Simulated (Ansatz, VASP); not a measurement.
**One calculation of Sn, two programs**

```
Sn
1.0
     3.03895    0.00000    0.00000
    -1.51947    2.63180    0.00000
     0.00000    0.00000    9.98908
Sn
4
Direct
  0.00000 0.00000 0.00000
  0.00000 0.00000 0.50000
  0.33333 0.66667 0.25000
  0.66667 0.33333 0.75000
```

Alike in both runs: task single point; functional LDA; k mesh 11 × 11 × 3; occupations fermi-dirac, width 0.1 eV; no spin polarisation.

|  | VASP | Ansatz |
| --- | --- | --- |
| version | VASP 6.6.1 | Ansatz 0.2.0 |
| potentials or method | VASP PAW LDA potentials, release 64 (Sn_d), cutoff 520 eV | all-electron LAPW, scalar-relativistic |

VASP gave:

- pressure (GPa): 27.2

What did Ansatz give for the same quantities?

Pressure (GPa): 27.0.

LDA's correlation is that of Perdew and Zunger in VASP and of Perdew and Wang (1992) in Ansatz. Ansatz ran all-electron here, and VASP with PAW potentials.
